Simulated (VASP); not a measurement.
A run of VASP 6.6.1 is set up as follows.

The input INCAR:

```
PREC = Accurate
ENCUT = 520
EDIFF = 1E-8
ISMEAR = -1
SIGMA = 0.05
LREAL = False
LASPH = True
NELM = 60
ALGO = Normal
ISIF = 2
LWAVE = False
LCHARG = False
GGA = PE
LEFG = True
NBANDS = 27
```

KPOINTS

```
regular mesh
0
Gamma
  9 9 5
```

POSCAR

```
SbMo
1.0
    4.6437666217      0.0000000000      0.0000000000
   -2.3218833109      4.0216198636      0.0000000000
    0.0000000000      0.0000000000      5.4541150899
Mo Sb
2 2
Direct
    0.3333333333      0.6666666667     -0.0619932741
    0.6666666667      0.3333333333      0.4380067259
    0.3333333333      0.6666666667      0.4379932741
    0.6666666667      0.3333333333      0.9379932741
```

Potentials or basis: VASP PAW PBE potentials, release 64 (Mo_sv, Sb).

Command:

```console
$ cat potpaw_PBE.64/Mo_sv/POTCAR potpaw_PBE.64/Sb/POTCAR > POTCAR
$ mpirun -np 1 vasp_std > vasp.out
```

Q: Predict the band gap on the k mesh.

A: Zero (bands 19 and 20 overlap by 0.52 eV).

Q: What does it give for the pressure?

A: -0.1 GPa.

Electric field gradients, principal values (V/Å²):
```tsv
atom	least	middle	greatest (by size)
1 Mo	-16.765	-16.767	33.532
2 Mo	-16.765	-16.767	33.532
3 Sb	-28.596	-28.596	57.192
4 Sb	-28.596	-28.596	57.192
```

Caveat: without QUAD_EFG the Cq values of the log hold for a quadrupole moment of 1 mb, not for the nuclei; spin-orbit coupling is left out, which moves the levels of the heavy elements.
